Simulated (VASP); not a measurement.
# Be16H (a cell with a defect): single point with PBE

The system is Be16H (a cell with a defect).

```
CELL_PARAMETERS angstrom
-2.29000 -3.96640 0.00000
3.43500 -1.98320 0.00000
0.00000 0.00000 7.17686
ATOMIC_POSITIONS crystal
Be 0.77888 0.46892 0.99578
Be 0.54105 0.34821 0.24335
Be 0.76351 0.50112 0.49973
Be 0.51149 0.34699 0.76258
Be 0.52350 0.99400 0.00408
Be 0.24992 0.86856 0.22698
Be 0.42229 0.06884 0.52619
Be 0.23384 0.87778 0.74211
Be 0.22416 0.44094 0.98094
Be 0.01362 0.34538 0.25907
Be 0.26742 0.53449 0.49838
Be 0.02234 0.29885 0.73811
Be 0.97964 0.97254 0.99223
Be 0.75877 0.82579 0.25617
Be 0.98100 0.99170 0.51872
Be 0.71915 0.78205 0.76265
H 0.32862 0.18781 0.30956
```

- Program: VASP 6.6.1
- Task: single point
- Functional: PBE
- Potentials or basis: VASP PAW PBE potentials, release 64 (Be, H)
- Cutoff: 520 eV
- k mesh: 4 × 4 × 3
- Occupations: fermi-dirac, width 0.05 eV
- Spin: no spin polarisation
- Dipole correction: no
- Further INCAR settings: LREAL = Auto; ALGO = Normal; EDIFF = 1e-06; NBANDS = 30

```yaml
Pressure: 6.1 GPa
Largest_force: 2.771 eV/Å
```

Forces in eV/Å, atoms in the order of the input:
```
Be   0.880  0.471  0.326
Be   0.552 -1.168 -0.719
Be  -0.062  0.471  0.404
Be  -0.616  0.620 -0.649
Be   0.078  0.760 -0.529
Be  -0.993  0.485  0.570
Be  -2.117 -1.378 -1.141
Be  -2.118  0.585  1.547
Be   0.295 -1.648  0.815
Be  -0.113  0.432 -0.609
Be   1.302 -0.403  0.254
Be   1.881  0.149  0.288
Be  -0.117 -0.626  0.170
Be   0.083 -0.099  0.060
Be   0.038  1.025 -1.231
Be   0.879 -1.650 -0.817
H    0.150  1.975  1.262
```

Stress tensor (GPa, compression positive):
```
 5.67 -1.25  1.53
-1.25  6.84  0.99
 1.53  0.99  5.86
```

Levels at points of the mesh, in eV from the Fermi level:
```csv
k point,band 12,band 13,band 14,band 15,band 16,band 17,band 18,band 19,band 20,band 21
"(0.00, 0.00, 0.00)",-3.86,-3.60,-3.19,-0.72,-0.03,0.14,0.29,0.83,1.13,1.53
"(0.50, 0.00, 0.00)",-2.69,-2.51,-2.40,-2.05,-1.36,-0.65,-0.17,0.25,0.48,0.84
"(0.00, 0.50, 0.00)",-3.87,-3.68,-3.22,-2.89,-2.20,-0.17,0.39,0.72,0.86,1.05
"(0.50, 0.50, 0.00)",-5.92,-1.80,-0.98,-0.59,-0.41,-0.28,0.59,0.78,1.00,3.61
```

Wall time 88 s on 1 thread of AMD EPYC 9R45 96-Core Processor (Zen 5), with other jobs on the host, peak memory 0.22 GiB.

Caveat: the k points lie up to 0.40 Å⁻¹ apart.
